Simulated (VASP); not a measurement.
Runs of VASP 6.6.1 on AlN. The structure is that of space group F-43m (No. 216), or close to it. The cells are those of the table. 

```tsv
level	cell	k mesh	smearing	grid for exact exchange (PRECFOCK)	screening parameter	gap on the mesh (eV)	pressure (GPa)
PBE	a = 3.090, b = 3.129, c = 3.129 Å, angles 59.2, 60.4, 60.4°, 2 atoms	6 × 6 × 6	gaussian 0.01 eV	-	-	3.23	-0.7
PBE	a = 3.090 Å, angles 60.0°, 2 atoms	10 × 10 × 10	fermi-dirac 0.02 eV	-	-	3.32	4.3
PBE	a = 3.113, b = 3.113, c = 3.090 Å, angles 60.2, 60.2, 59.5°, 2 atoms	10 × 10 × 10	fermi-dirac 0.02 eV	-	-	(b)	1.3
PBE	a = 3.113, b = 3.113, c = 3.090 Å, angles 60.2, 60.2, 59.5°, 2 atoms	6 × 6 × 6	gaussian 0.01 eV	-	-	(a)	1.3
HSE06	a = 3.090 Å, angles 60.0°, 2 atoms	8 × 8 × 8	gaussian 0.01 eV	Normal	0.2079 1/Å	4.55	-0.8
```

Alike in all rows: task single point; potentials or basis VASP PAW PBE potentials, release 64 (Al, N); no spin polarisation; cutoff (eV) 520.

**Question.** Fill in the values left out.

**Answer.** (a) 3.26; (b) 3.27.

Caveats: the PAW data sets were made with another functional, which shifts forces and pressure a little (some runs).

A k mesh can miss the band edges.
